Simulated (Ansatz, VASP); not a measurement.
## Te2Mo: VASP beside Ansatz

```
Te Mo
1.0
     6.36161    0.00000    0.00000
     0.00000    3.48040    0.00000
    -0.08574    0.00000   36.17589
Te Mo
4 2
Direct
  0.07915 0.75000 0.44347
  0.92085 0.25000 0.55653
  0.57075 0.25000 0.45930
  0.42925 0.75000 0.54070
  0.81865 0.75000 0.50253
  0.18135 0.25000 0.49747
```

Alike in both runs: task single point; functional LDA; k mesh 6 × 10 × 1; occupations methfessel-paxton of order 1, width 0.1 eV; no spin polarisation.

|  | VASP | Ansatz |
| --- | --- | --- |
| version | VASP 6.6.1 | Ansatz 0.2.0 |
| potentials or method | VASP PAW LDA potentials, release 64 (Te, Mo_sv), cutoff 520 eV | scalar-relativistic, plane waves, PAW |
| valence electrons in the cell | 52 | 92 |

```csv
,VASP,Ansatz,Ansatz less VASP
gap on the k mesh at the Fermi level (eV),none,none,-
rms of the force components (eV/Å),0.192,0.213,+0.0210
```

LDA's correlation is that of Perdew and Zunger in VASP and of Perdew and Wang (1992) in Ansatz. Atom by atom the forces differ by 0.022 eV/Å (rms over components). A gap of «none» marks a metal or a gap that the smearing closes. VASP's potentials hold 52 valence electrons a cell and Ansatz's 92, so a difference there can come from the potentials and not from the codes.

Neither program's run includes spin-orbit coupling.
